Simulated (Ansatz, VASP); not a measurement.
# One calculation of MgO, two programs

Contents of INCAR:

```
SYSTEM = MgO
PREC     = Accurate       ! precision mode
ENCUT    = 520            ! plane-wave cutoff, eV
EDIFF    = 1E-7           ! SCF threshold, eV
ISMEAR   = 0              ! smearing method
SIGMA    = 0.02           ! smearing width, eV
LREAL    = .False.        ! projectors in reciprocal space
LASPH    = .True.         ! aspherical terms in the spheres
NELM     = 60             ! most SCF steps
ALGO     = Normal         ! electronic algorithm
ISIF     = 2              ! what is computed and relaxed
LWAVE    = .False.        ! write WAVECAR
LCHARG   = .False.        ! write CHGCAR
GGA      = PE             ! functional
NBANDS   = 11             ! bands
```

Contents of KPOINTS:

```
Automatic mesh
0
Gamma
  10 10 10
  0 0 0
```

POSCAR

```
MgO
1.0
    0.0000000000      2.1685658377      2.1685658377
    2.1685658377      0.0000000000      2.1685658377
    2.1685658377      2.1685658377      0.0000000000
Mg O
1 1
Direct
    0.0000000000      0.0000000000      0.0000000000
    0.5000000000      0.5000000000      0.5000000000
```

Input for Ansatz:

```yaml
crystal:
  lattice:
    - [0.0, 2.1685658376, 2.1685658376]
    - [2.1685658376, 0.0, 2.1685658376]
    - [2.1685658376, 2.1685658376, 0.0]
  atoms:
    - { symbol: Mg, position: [0.0, 0.0, 0.0] }
    - { symbol: O, position: [0.5, 0.5, 0.5] }
basis:
  ecutwfc: 420
kpoints:
  mp_grid: { grid: [10, 10, 10] }
hamiltonian:
  xc: pbe
scf:
  occupations: { method: gaussian, width: 0.02 }
output:
  forces: true
  stress: true
  eigenvalues: true
```

Alike in both runs: task single point; functional PBE; k mesh 10 × 10 × 10; occupations gaussian, width 0.02 eV; no spin polarisation.

```csv
,VASP,Ansatz
version,VASP 6.6.1,Ansatz 0.2.0
potentials or method,"VASP PAW PBE potentials, release 64 (Mg, O), cutoff 520 eV","scalar-relativistic, plane waves, PAW"
valence electrons in the cell,8,16
```

Ansatz gave:

| Item | Value |
| --- | --- |
| gap on the k mesh at the Fermi level (eV) | 3.94 |
| least direct gap on the mesh (eV) | 3.94 |
| pressure (GPa) | -7.7 |

**Question.** What did VASP give for the same quantities?

**Answer.** gap on the k mesh at the Fermi level (eV): 3.92; least direct gap on the mesh (eV): 3.92; pressure (GPa): -8.4.

VASP's potentials hold 8 valence electrons a cell and Ansatz's 16, so a difference there can come from the potentials and not from the codes.
